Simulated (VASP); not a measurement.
Runs of VASP 6.6.1 on TePb. The structure is that of space group Fm-3m (No. 225), or close to it. The cells are those of the table. 

| cell | gap on the mesh (eV) | pressure (GPa) |
| --- | --- | --- |
| a = 4.379 Å, angles 60.0°, 2 atoms | 0.34 | (b) |
| a = 4.688 Å, angles 60.0°, 2 atoms | 0.81 | -3.2 |
| a = 4.745 Å, angles 60.0°, 2 atoms | 0.87 | -4.2 |
| a = 4.629 Å, angles 60.0°, 2 atoms | 0.75 | -2.0 |
| a = 4.508 Å, angles 60.0°, 2 atoms | (a) | 1.5 |
| a = 4.444 Å, angles 60.0°, 2 atoms | 0.47 | 4.0 |

Alike in all rows: task single point; level PBEsol; potentials or basis VASP PAW PBE potentials, release 64 (Te, Pb_d); no spin polarisation; k mesh 6 × 6 × 6; cutoff (eV) 520; smearing gaussian 0.01 eV.

Fill in the values left out.

(a) 0.58; (b) 7.1.

Caveats: the PAW data sets were made with another functional, which shifts forces and pressure a little; spin-orbit coupling is left out, which moves the levels of the heavy elements.

A k mesh can miss the band edges, and the runs leave out spin-orbit coupling on Pb, Te.
